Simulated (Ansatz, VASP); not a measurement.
## Ni: VASP beside Ansatz

POSCAR

```
Ni
1.0
    0.0000000000      2.4384766438      2.4384766438
    2.4384766438      0.0000000000      2.4384766438
    2.4384766438      2.4384766438      0.0000000000
Ni
2
Direct
    0.1250000000      0.1250000000      0.1250000000
    0.8750000000      0.8750000000      0.8750000000
```

INCAR.step1

```
SYSTEM = Ni
PREC = Accurate
ENCUT = 520
ISMEAR = -1
SIGMA = 0.1
LREAL = .FALSE.
LASPH = .TRUE.
NELM = 60
NBANDS = 17
GGA = PE
ALGO = Normal
EDIFF = 1E-4
LWAVE = .TRUE.
LCHARG = .FALSE.
```

File INCAR.step2:

```
SYSTEM = Ni
PREC = Accurate
ENCUT = 520
EDIFF = 1E-6
ISMEAR = -1
SIGMA = 0.1
LREAL = .FALSE.
LASPH = .TRUE.
NELM = 60
ALGO = Normal
ISIF = 2
LWAVE = .FALSE.
LCHARG = .FALSE.
METAGGA = R2SCAN
LMIXTAU = .TRUE.
NBANDS = 17
ISTART = 1
```

The input KPOINTS:

```
regular mesh
0
G
  12 12 12
  0 0 0
```

Input for Ansatz:

```yaml
crystal:
  lattice:
    - [0.0, 2.4384766438, 2.4384766438]
    - [2.4384766438, 0.0, 2.4384766438]
    - [2.4384766438, 2.4384766438, 0.0]
  atoms:
    - { symbol: Ni, position: [0.125, 0.125, 0.125] }
    - { symbol: Ni, position: [0.875, 0.875, 0.875] }
hamiltonian:
  xc: r2scan
  pseudopotentials:
    kind: paw
    azcp:
      Ni: "pseudopotentials/Ni.paw.azcp"
basis:
  ecutwfc: 500
  fft_grid_basis: typed
kpoints:
  mp_grid: { grid: [12, 12, 12], shift: [0, 0, 0] }
magnetization:
  spin_polarized: false
scf:
  occupations: { method: fermi_dirac, width: 0.1 }
  lower_state_search: "off"
output:
  stress: true
```

Alike in both runs: task single point; functional r2SCAN; k mesh 12 × 12 × 12; occupations fermi-dirac, width 0.1 eV; no spin polarisation.

|  | VASP | Ansatz |
| --- | --- | --- |
| version | VASP 6.6.1 | Ansatz 0.2.0 |
| potentials or method | VASP PAW PBE potentials, release 64 (Ni), cutoff 520 eV | plane waves (500 eV) with PAW, scalar-relativistic |
| valence electrons in the cell | 20 | 36 |

```tsv
	VASP	Ansatz	Ansatz less VASP
pressure (GPa)	10.6	10.6	+0.06
```

VASP's potentials were made for PBE, not for r2SCAN. VASP's potentials hold 20 valence electrons a cell and Ansatz's 36, so a difference there can come from the potentials and not from the codes.
